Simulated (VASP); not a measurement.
Here is a VASP 6.6.1 calculation.

File POSCAR:

```
TiCo
1.0
    3.0446770546      0.0000000000      0.0000000000
    0.0000000000      3.0446770546      0.0000000000
    0.0000000000      0.0000000000      3.0446770546
Co Ti
1 1
Direct
    0.5000000000      0.5000000000      0.5000000000
    0.0000000000      0.0000000000      0.0000000000
```

INCAR.step1

```
SYSTEM = TiCo
PREC = Accurate
ENCUT = 520
EDIFF = 1E-5
ISMEAR = -1
SIGMA = 0.05
LREAL = .FALSE.
LASPH = .TRUE.
NELM = 150
ALGO = Normal
ISIF = 2
LWAVE = .TRUE.
LCHARG = .FALSE.
ISPIN = 2
MAGMOM = 2 1
LORBIT = 11
LMAXMIX = 4
GGA = PE
NBANDS = 22
```

The input INCAR.step2:

```
SYSTEM = TiCo
PREC = Accurate
ENCUT = 520
EDIFF = 1E-6
ISMEAR = -1
SIGMA = 0.05
LREAL = .FALSE.
LASPH = .TRUE.
NELM = 150
ALGO = Normal
ISIF = 2
LWAVE = .FALSE.
LCHARG = .FALSE.
ISPIN = 2
MAGMOM = 2 1
LORBIT = 11
LMAXMIX = 4
GGA = PE
LHFCALC = .TRUE.
AEXX = 0.25
PRECFOCK = Normal
ISTART = 1
NBANDS = 22
```

The input KPOINTS:

```
Automatic mesh
0
G
  4 4 4
  0 0 0
```

Potentials or basis: VASP PAW PBE potentials, release 64 (Co, Ti_sv).

Launch:

```sh
$ cat potpaw_PBE.64/Co/POTCAR potpaw_PBE.64/Ti_sv/POTCAR > POTCAR
$ cp INCAR.step1 INCAR
$ mpirun -np 1 vasp_std > vasp.out
$ cp INCAR.step2 INCAR
$ mpirun -np 1 vasp_std > vasp.out
```

Problem. Estimate the site moments.

Solution. Co +1.67; Ti -0.43 μB.

Problem. Predict the net moment.

Solution. 0.91 μB per cell.

Caveat: the k points lie up to 0.52 Å⁻¹ apart.
